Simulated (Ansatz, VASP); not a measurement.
**ZnS: VASP beside Ansatz**

```
CELL_PARAMETERS angstrom
3.79050 0.00000 0.00000
-1.89525 3.28267 0.00000
0.00000 0.00000 6.22421
ATOMIC_POSITIONS crystal
Zn 0.33333 0.66667 0.00551
Zn 0.66667 0.33333 0.50551
S 0.33333 0.66667 0.37949
S 0.66667 0.33333 0.87949
```

Alike in both runs: functional r2SCAN; dispersion rVV10; k mesh 6 × 6 × 4; no spin polarisation.

Ansatz relaxed the structure, and its values are those at the end. VASP's run is a single point on that final structure, the one shown.

|  | VASP | Ansatz |
| --- | --- | --- |
| version | VASP 6.6.1 | Ansatz 0.2.0 |
| potentials or method | VASP PAW PBE potentials, release 64 (Zn, S) | plane waves, PAW |
| plane-wave cutoff (eV) | 520 | 500 |
| occupations | gaussian, width 0.01 eV | fixed |
| valence electrons in the cell | 36 | 36 |

|  | VASP | Ansatz | Ansatz less VASP |
| --- | --- | --- | --- |
| pressure (GPa) | 0.1 | 0.0 | -0.12 |

VASP's potentials were made for PBE, not for r2SCAN.
